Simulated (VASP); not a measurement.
Here is a VASP 6.6.1 calculation.

File INCAR:

```
SYSTEM = La
PREC = Accurate
ENCUT = 600
EDIFF = 1E-6
ISMEAR = -1
SIGMA = 0.1
LREAL = .False.
LASPH = .True.
NELM = 100
ALGO = Normal
ISIF = 3
LWAVE = .False.
LCHARG = .False.
GGA = RE
IBRION = 2
NSW = 80
EDIFFG = -0.01
```

The input KPOINTS:

```
Automatic mesh
0
Gamma
  10 10 5
  0 0 0
```

Contents of POSCAR:

```
La
1.0
    3.7542362609      0.0000000000      0.0000000000
   -1.8771181304      3.2512639737      0.0000000000
    0.0000000000      0.0000000000      6.1306678140
La
2
Direct
    0.3333333333      0.6666666667      0.2500000000
    0.6666666667      0.3333333333      0.7500000000
```

Potentials or basis: VASP PAW PBE potentials, release 64 (La).

Launch:

```sh
$ cat potpaw_PBE.64/La/POTCAR > POTCAR
$ mpirun -np 1 vasp_std > vasp.out
```

Task: What does it give for the relaxed cell?

Result: a = 3.842 Å, b = 3.842 Å, c = 6.165 Å, α = 90.00°, β = 90.00°, γ = 120.00°.

Task: What does it give for the space group after relaxing (to 0.1 Å)?

Result: P6_3/mmc (No. 194).

Step by step:
```csv
step,energy change (eV),largest force (eV/Å),pressure (GPa),volume (Å³)
1,0.0000,0.0000,1.28,74.83
2,-0.0151,0.0000,0.18,78.11
3,-0.0155,0.0000,-0.02,78.77
4,-0.0159,0.0000,-0.01,78.78
5,-0.0162,0.0000,0.00,78.79
6,-0.0161,0.0000,0.02,78.80
7,-0.0163,0.0000,-0.01,78.79
```

Caveat: the PAW data sets were made with another functional, which shifts forces and pressure a little.
